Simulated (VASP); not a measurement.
SnO, 8 atoms in the cell. It takes space group Cmc2_1 (No. 36, orthorhombic). Conventional cell: a = 5.000 Å, b = 5.720 Å, c = 11.120 Å, α = 90.00°, β = 90.00°, γ = 90.00°. Within 2.8 Å of Sn (site symmetry m) lie 4 O at 2.15 to 2.53 Å. Within 2.6 Å of Sn (site symmetry m) lie 2 O at 1.99 Å. Within 2.4 Å of O (site symmetry 1) lie 1 O at 1.80 Å and 2 Sn at 1.99 to 2.15 Å. 

```yaml
Program: VASP 6.6.1
Task: relaxation of cell and atoms
Functional: PBE
Dispersion: D3(BJ)
Potentials_or_basis: VASP PAW PBE potentials, release 64 (Sn_d, O)
Cutoff: 600 eV
k_mesh: 6 × 6 × 2
Occupations: fermi-dirac, width 0.02 eV
Spin: no spin polarisation
Dipole_correction: no
Further_INCAR_settings: ALGO = Normal; EDIFF = 1e-06; IBRION = 2; EDIFFG = -0.005; NSW = 80; ISIF = 3
```

Potentials or basis: VASP PAW PBE potentials, release 64 (Sn_d, O).

Run with:

```sh
$ cat potpaw_PBE.64/Sn_d/POTCAR potpaw_PBE.64/O/POTCAR > POTCAR
$ mpirun -np 1 vasp_std > vasp.out
```

Hardware: 1 thread of Intel(R) Xeon(R) 6975P-C (Granite Rapids), with other jobs on the host.

Task: Estimate the wall time of this run.

Result: It took 44 min on 1 thread of Intel(R) Xeon(R) 6975P-C (Granite Rapids), on a shared host, peak memory 0.42 GiB. Counts: scf iterations 301, k points 26, ion steps 39.
